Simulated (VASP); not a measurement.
# Sr7N (Fm-3m) in VASP: single point with PBE

Aim: the single point of Sr7N with PBE.

Program: VASP 6.6.1. These are calculated values, not measurements. Logs are shortened: lines on timing, memory, paths and dates and some standing lists are left out, and cuts for length are marked.

## Step 1: The cell of the first run

Symmetry: Fm-3m, No. 225, cubic system. Conventional cell: a = 9.403 Å, b = 9.403 Å, c = 9.403 Å, α = 90.00°, β = 90.00°, γ = 90.00°. Within 4.4 Å of Sr (site symmetry mmm) lie 10 Sr at 3.32 Å and 2 N at 3.32 Å. Sr (site symmetry m-3m) has 12 Sr at 3.32 Å within 4.4 Å. Within 4.4 Å of N (site symmetry m-3m) lie 12 Sr at 3.32 Å.

The cell was generated, and may not be a known phase.

## Step 2: Single point, PBE

Input file INCAR:

```
PREC = Accurate
ENCUT = 520
EDIFF = 1E-6
ISMEAR = 0
SIGMA = 0.1
LREAL = False
LASPH = True
NELM = 80
ALGO = Normal
ISIF = 2
LWAVE = False
LCHARG = False
GGA = PE
NBANDS = 48
```

Input file KPOINTS:

```
regular mesh
0
Gamma
  4 4 4
```

Input file POSCAR:

```
Sr7N
1.0
    0.0000000000      4.7013718700      4.7013718700
    4.7013718700      0.0000000000      4.7013718700
    4.7013718700      4.7013718700      0.0000000000
Sr N
7 1
Direct
    0.5000000000      0.0000000000      0.0000000000
    0.0000000000      0.5000000000      0.5000000000
    0.0000000000      0.5000000000      0.0000000000
    0.5000000000      0.0000000000      0.5000000000
    0.0000000000      0.0000000000      0.5000000000
    0.5000000000      0.5000000000      0.0000000000
    0.5000000000      0.5000000000      0.5000000000
    0.0000000000      0.0000000000      0.0000000000
```

Potentials or basis: VASP PAW PBE potentials, release 64 (Sr_sv, N).

Started as:

```sh
$ cat potpaw_PBE.64/Sr_sv/POTCAR potpaw_PBE.64/N/POTCAR > POTCAR
$ mpirun -np 1 vasp_std > vasp.out
```

OUTCAR:

```text
PREC = Accurate
   ENCUT = 520
   EDIFF = 1E-6
   ISMEAR = 0
   LREAL = False
   LASPH = True
   NELM = 80
   ISIF = 2
   GGA = PE

 ion  position               nearest neighbor table
   1  0.500  0.000  0.000-   4 3.32   6 3.32   8 3.32   4 3.32   5 3.32   7 3.32   3 3.32   6 3.32
                             7 3.32   3 3.32   5 3.32   8 3.32   2 4.70   2 4.70   2 4.70   2 4.70
   2  0.000  0.500  0.500-   3 3.32   5 3.32   7 3.32   3 3.32   6 3.32   8 3.32   4 3.32   5 3.32
                             8 3.32   4 3.32   6 3.32   7 3.32   1 4.70   1 4.70   1 4.70   1 4.70
   3  0.000  0.500  0.000-   2 3.32   6 3.32   8 3.32   2 3.32   5 3.32   7 3.32   1 3.32   5 3.32
                             8 3.32   1 3.32   6 3.32   7 3.32   4 4.70   4 4.70   4 4.70   4 4.70
   4  0.500  0.000  0.500-   1 3.32   5 3.32   7 3.32   1 3.32   6 3.32   8 3.32   2 3.32   6 3.32
                             7 3.32   2 3.32   5 3.32   8 3.32   3 4.70   3 4.70   3 4.70   3 4.70
   5  0.000  0.000  0.500-   2 3.32   4 3.32   8 3.32   1 3.32   3 3.32   8 3.32   2 3.32   3 3.32
                             7 3.32   1 3.32   4 3.32   7 3.32   6 4.70   6 4.70   6 4.70   6 4.70
   6  0.500  0.500  0.000-   1 3.32   3 3.32   7 3.32   2 3.32   4 3.32   7 3.32   1 3.32   4 3.32
                             8 3.32   2 3.32   3 3.32   8 3.32   5 4.70   5 4.70   5 4.70   5 4.70
   7  0.500  0.500  0.500-   2 3.32   4 3.32   6 3.32   1 3.32   3 3.32   6 3.32   1 3.32   4 3.32
                             5 3.32   2 3.32   3 3.32   5 3.32
   8  0.000  0.000  0.000-   1 3.32   3 3.32   5 3.32   2 3.32   4 3.32   5 3.32   2 3.32   3 3.32
                             6 3.32   1 3.32   4 3.32   6 3.32

  LATTYP: Found a face centered cubic cell.
 ALAT       =     9.4027437400

  Lattice vectors:

 A1 = (   0.0000000000,   4.7013718700,   4.7013718700)
 A2 = (   4.7013718700,   0.0000000000,   4.7013718700)
 A3 = (   4.7013718700,   4.7013718700,   0.0000000000)

Analysis of symmetry for initial positions (statically):
=====================================================================
 Subroutine PRICEL returns:
 Original cell was already a primitive cell.

 Routine SETGRP: Setting up the symmetry group for a
 face centered cubic supercell.

 Subroutine GETGRP returns: Found 48 space group operations
 (whereof 48 operations were pure point group operations)
 out of a pool of 48 trial point group operations.

The static configuration has the point symmetry O_h .

Analysis of symmetry for dynamics (positions and initial velocities):
=====================================================================
 Subroutine PRICEL returns:
 Original cell was already a primitive cell.

 Routine SETGRP: Setting up the symmetry group for a
 face centered cubic supercell.

 Subroutine GETGRP returns: Found 48 space group operations
 (whereof 48 operations were pure point group operations)
 out of a pool of 48 trial point group operations.

The dynamic configuration has the point symmetry O_h .

 Subroutine INISYM returns: Found 48 space group operations
 (whereof 48 operations are pure point group operations),
 and found     1 'primitive' translations

----------------------------------------------------------------------------------------

                                     Primitive cell

  volume of cell :     207.8279

  direct lattice vectors                    reciprocal lattice vectors
     0.000000000  4.701371870  4.701371870    -0.106351936  0.106351936  0.106351936
     4.701371870  0.000000000  4.701371870     0.106351936 -0.106351936  0.106351936
     4.701371870  4.701371870  0.000000000     0.106351936  0.106351936 -0.106351936

  length of vectors
     6.648743860  6.648743860  6.648743860     0.184206957  0.184206957  0.184206957

  position of ions in fractional coordinates (direct lattice)
     0.500000000  0.000000000  0.000000000
     0.000000000  0.500000000  0.500000000
     0.000000000  0.500000000  0.000000000
     0.500000000  0.000000000  0.500000000
     0.000000000  0.000000000  0.500000000
     0.500000000  0.500000000  0.000000000
     0.500000000  0.500000000  0.500000000
     0.000000000  0.000000000  0.000000000

  ion indices of the primitive-cell ions
   primitive index   ion index
                 1           1
                 2           2
                 3           3
                 4           4
                 5           5
                 6           6
                 7           7
                 8           8

----------------------------------------------------------------------------------------

 KPOINTS: regular mesh

Automatic generation of k-mesh.
 Grid dimensions read from file:
 generate k-points for:    4    4    4

 Generating k-lattice:

  Cartesian coordinates                     Fractional coordinates (reciprocal lattice)
    -0.026587984  0.026587984  0.026587984     0.250000000  0.000000000  0.000000000
     0.026587984 -0.026587984  0.026587984     0.000000000  0.250000000  0.000000000
     0.026587984  0.026587984 -0.026587984     0.000000000  0.000000000  0.250000000

  Length of vectors
     0.046051739  0.046051739  0.046051739

  Shift w.r.t. Gamma in fractional coordinates (k-lattice)
     0.000000000  0.000000000  0.000000000

 Subroutine IBZKPT returns following result:
 ===========================================

 Found      8 irreducible k-points:

 Following reciprocal coordinates:
            Coordinates               Weight
  0.000000  0.000000  0.000000      1.000000
  0.250000  0.000000  0.000000      8.000000
  0.500000  0.000000  0.000000      4.000000
  0.250000  0.250000  0.000000      6.000000
  0.500000  0.250000  0.000000     24.000000
 -0.250000  0.250000  0.000000     12.000000
  0.500000  0.500000  0.000000      3.000000
 -0.250000  0.500000  0.250000      6.000000
   k-points           NKPTS =      8   k-points in BZ     NKDIM =      8   number of bands    NBANDS=     48
   number of dos      NEDOS =    301   number of ions     NIONS =      8
   total plane-waves  NPLWV = 125000
   dimension x,y,z NGX =    50 NGY =   50 NGZ =   50
   dimension x,y,z NGXF=   100 NGYF=  100 NGZF=  100
   ions per type =               7   1
   NGX,Y,Z   is equivalent  to a cutoff of  12.50, 12.50, 12.50 a.u.
   NGXF,Y,Z  is equivalent  to a cutoff of  25.00, 25.00, 25.00 a.u.
 SYSTEM =  unknown system
   PREC   = accura    normal or accurate (medium, high low for compatibility)
   ISTART =      0    job   : 0-new  1-cont  2-samecut
   ICHARG =      2    charge: 1-file 2-atom 10-const
   ISPIN  =      1    spin polarized calculation?
   LNONCOLLINEAR =      F non collinear calculations
   LSORBIT =      F    spin-orbit coupling
   LASPH  =      T    aspherical Exc in radial PAW
   ENCUT  =  520.0 eV  38.22 Ry    6.18 a.u.  12.36 12.36 12.36*2*pi/ulx,y,z
   NELM   =     80;   NELMIN=  2; NELMDL= -5     # of ELM steps
   EDIFF  = 0.1E-05   stopping-criterion for ELM
   LREAL  =      F    real-space projection
   EDIFFG = 0.1E-04   stopping-criterion for IOM
   NSW    =      0    number of steps for IOM
   IBRION =     -1    ionic relax: 0-MD 1-quasi-New 2-CG
   NFREE  =      0    steps in history (QN), initial steepest desc. (CG)
   ISIF   =      2    stress and relaxation
   ISYM   =      2    0-nonsym 1-usesym 2-fastsym
   POTIM  = 0.5000    time-step for ionic-motion
   TEBEG  =    0.0;   TEEND  =   0.0 temperature during run
   PSTRESS=    0.0 pullay stress
   NELECT =      75.0000    total number of electrons
   NUPDOWN=      -1.0000    fix difference up-down
   EMIN   =  10.00;   EMAX   =-10.00  energy-range for DOS
   EFERMI =   0.00;   METHOD = LEGACY
   ISMEAR =     0;   SIGMA  =   0.10  broadening in eV -4-tet -1-fermi 0-gaus
   EFERMI_NEDOS =   21; number of points for ismear=-14 and -15
   IALGO  =     38    algorithm
   IMIX   =      4    mixing-type and parameters
     AMIX     =   0.40;   BMIX     =  1.00
     AMIX_MAG =   1.60;   BMIX_MAG =  1.00
  volume/ion in A,a.u.               =      25.98       175.31
  Fermi-wavevector in a.u.,A,eV,Ry     =   1.165540  2.202552 18.483301  1.358484
  Thomas-Fermi vector in A             =   2.302065
   LORBIT       =      0    0 simple, 1 ext, 2 COOP (PROOUT), +10 PAW based schemes
   GGA     = PE    functional components
   LHFCALC =     F    Hartree Fock is set to
   AEXX    =    0.0000 exact exchange contribution
   IVDW    =     0    specifies the selected vdW correction
   LEPSILON=     F    determine dielectric tensor
   LRPA    =     F    only Hartree local field effects (RPA)
 non-spin polarized calculation
 Gauss-broadening in eV      SIGMA  =   0.10
  energy-cutoff  :      520.00
  volume of cell :      207.83
 maximum number of plane-waves:      5609
 NGX is ok and might be reduce to    50
   NGX = 25   NGY = 25   NGZ = 25

 number of electron      75.0000001 magnetization

 Free energy of the ion-electron system (eV)
  ---------------------------------------------------
  ext. energy  EPLUGINS =         0.00000000
  ---------------------------------------------------
  free energy    TOTEN  =        -9.95980967 eV

  energy without entropy =       -9.92995077  energy(sigma->0) =       -9.94488022

 E-fermi :   4.3801     XC(G=0):  -9.7016

 val. band max:        4.3005058687   @ k =   0.5000   0.2500   0.0000
 cond. band min:       4.3906165571   @ k =   0.0000   0.0000   0.0000
 fundamental gap:      0.0901106883
 Fermi energy:         4.3800573126

 k-point     1 :       0.0000    0.0000    0.0000
  band No.  band energies     occupation
      1     -31.6351      2.00000
      2     -31.4031      2.00000
      3     -31.4031      2.00000
      4     -31.4031      2.00000
      5     -31.3008      2.00000
      6     -31.3008      2.00000
[... 40 lines left out ...]
     47       7.0910      0.00000
     48       7.1347      0.00000
[... 355 lines left out ...]
     47       6.2992      0.00000
     48       6.3202      0.00000

------------------------ aborting loop because EDIFF is reached ----------------------------------------

  FORCE on cell =-STRESS in cart. coord.  units (eV):
  Direction    XX          YY          ZZ          XY          YZ          ZX
  --------------------------------------------------------------------------------------
  -------------------------------------------------------------------------------------
  Total       19.5278039     19.5278039     19.5278039     -0.0000000      0.0000000      0.0000000
  in kB      150.5428656    150.5428656    150.5428656     -0.0000000      0.0000000      0.0000000
  external PRESSURE =     150.5428656 kB  Pullay stress =       0.0000000 kB

 VOLUME and BASIS-vectors are now :
 -----------------------------------------------------------------------------
  energy-cutoff  :      520.00
  volume of cell :      207.83
      direct lattice vectors                 reciprocal lattice vectors
     0.000000000  4.701371870  4.701371870    -0.106351936  0.106351936  0.106351936
     4.701371870  0.000000000  4.701371870     0.106351936 -0.106351936  0.106351936
     4.701371870  4.701371870  0.000000000     0.106351936  0.106351936 -0.106351936

 POSITION                                       TOTAL-FORCE (eV/Angst)
 -----------------------------------------------------------------------------------
      0.00000      2.35069      2.35069         0.000000      0.000000     -0.000000
      4.70137      2.35069      2.35069         0.000000      0.000000     -0.000000
      2.35069      0.00000      2.35069        -0.000000      0.000000      0.000000
      2.35069      4.70137      2.35069        -0.000000     -0.000000      0.000000
      2.35069      2.35069      0.00000         0.000000     -0.000000     -0.000000
      2.35069      2.35069      4.70137        -0.000000     -0.000000      0.000000
      4.70137      4.70137      4.70137         0.000000     -0.000000     -0.000000
      0.00000      0.00000      0.00000        -0.000000      0.000000     -0.000000
 -----------------------------------------------------------------------------------
    total drift:                                0.000000      0.000000      0.000000

  FREE ENERGIE OF THE ION-ELECTRON SYSTEM (eV)
  ---------------------------------------------------
  free  energy   TOTEN  =        -9.9598096708 eV

  energy  without entropy=       -9.9299507653  energy(sigma->0) =       -9.94488022
```

Run time: 3 min. Hardware: 1 thread of Intel Xeon 8259CL, shared host; peak memory 0.36 GiB.

Results:

```
Free energy            : -9.9598 eV
Pressure               : 15.1 GPa
Band gap on the k mesh : zero (an odd number of electrons rules out a gap without spin polarisation)
```

Levels at points of the mesh, in eV from the Fermi level:
```tsv
k point	band 33	band 34	band 35	band 36	band 37	band 38	band 39	band 40	band 41	band 42
(0.00, 0.00, 0.00)	-1.44	-1.44	-1.39	-1.39	-1.39	-1.31	-1.31	0.01	0.01	0.01
(0.50, 0.00, 0.00)	-1.73	-1.47	-0.80	-0.40	-0.40	0.21	0.37	0.37	0.84	0.84
(0.50, 0.50, 0.00)	-1.30	-1.20	-0.08	0.12	0.25	0.34	0.34	0.55	0.91	1.34
```

Caveat: the cell stands under pressure.

The gap in the log of VASP goes by the Fermi energy; the results here count the filled bands.